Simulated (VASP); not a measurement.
# MgAuCl3: single point with PBE

Crystal: MgAuCl3.

```xyz
5
Lattice="5.0743 0.0000 0.0000 0.0000 5.0743 0.0000 0.0000 0.0000 5.0743" Properties=species:S:1:pos:R:3 pbc="T T T"
Mg    2.5372    2.5372    2.5372
Au    0.0000    0.0000    0.0000
Cl    2.5372    0.0000    0.0000
Cl    0.0000    2.5372    0.0000
Cl    0.0000    0.0000    2.5372
```

| Item | Value |
| --- | --- |
| Program | VASP 6.6.1 |
| Task | single point |
| Functional | PBE |
| Potentials or basis | VASP PAW PBE potentials, release 64 (Mg, Au, Cl) |
| Cutoff | 520 eV |
| k mesh | 8 × 8 × 8 |
| Occupations | gaussian, width 0.1 eV |
| Spin | no spin polarisation |

```yaml
Pressure: -0.1 GPa
Band_gap_on_the_k_mesh: zero (band 17 reaches 3.59 eV, above the bottom of band 18 at 1.70 eV)
```

Levels at points of the mesh, in eV from the Fermi level:
```tsv
k point	band 14	band 15	band 16	band 17	band 18	band 19	band 20	band 21
(0.00, 0.00, 0.00)	-3.17	-3.02	-3.02	-3.02	-1.17	0.00	5.14	5.14
(0.50, 0.00, 0.00)	-3.05	-2.34	-2.34	-2.11	0.35	2.49	3.53	4.38
(0.50, 0.50, 0.00)	-2.50	-2.32	-2.32	0.41	0.72	3.58	3.66	3.66
(0.50, 0.50, 0.50)	-2.44	-2.44	-0.72	0.72	0.72	4.79	4.79	4.79
```

It took 110 s on 1 thread of Intel(R) Xeon(R) Platinum 8375C CPU @ 2.90GHz (Ice Lake) (shared host), peak memory 0.31 GiB.

Caveat: spin-orbit coupling is left out, which moves the levels of the heavy elements.
